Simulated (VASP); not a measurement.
Crystal: TiB2.

```xyz
3
Lattice="0.0000 2.3800 2.3800 2.3800 0.0000 2.3800 2.3800 2.3800 0.0000" Properties=species:S:1:pos:R:3 pbc="T T T"
Ti    0.0000    0.0000    0.0000
B     1.1900    1.1900    1.1900
B     3.5700    3.5700    3.5700
```

- Program: VASP 6.6.1
- Task: relaxation of cell and atoms
- Functional: PBE
- Potentials or basis: VASP PAW PBE potentials, release 64 (Ti_sv, B)
- Cutoff: 500 eV
- k mesh: 16 × 16 × 16
- Occupations: gaussian, width 0.1 eV
- Spin: no spin polarisation

At the start: pressure 44.4 GPa; volume 8.99 Å³/atom.

**Question.** How do energy, volume and symmetry change on relaxing?

**Answer.** Over 3 steps the energy falls by 239.5 meV/atom and the volume is 11.02 Å³/atom (+22.6 %); space group Fm-3m (No. 225, to 0.1 Å) before and after.

Step by step:
```csv
step,energy change (eV),largest force (eV/Å),pressure (GPa),volume (Å³)
1,0.0000,0.0000,44.44,26.96
2,-0.4468,0.0000,-16.02,37.91
3,-0.7186,0.0000,-0.15,33.07
```

Final structure:
```
Ti B
1.0
     0.00000    2.54755    2.54755
     2.54755    0.00000    2.54755
     2.54755    2.54755    0.00000
Ti B
1 2
Direct
  0.00000 0.00000 0.00000
  0.25000 0.25000 0.25000
  0.75000 0.75000 0.75000
```

Caveat: the volume moved by over 15 % at a fixed basis, so the end points are rough.
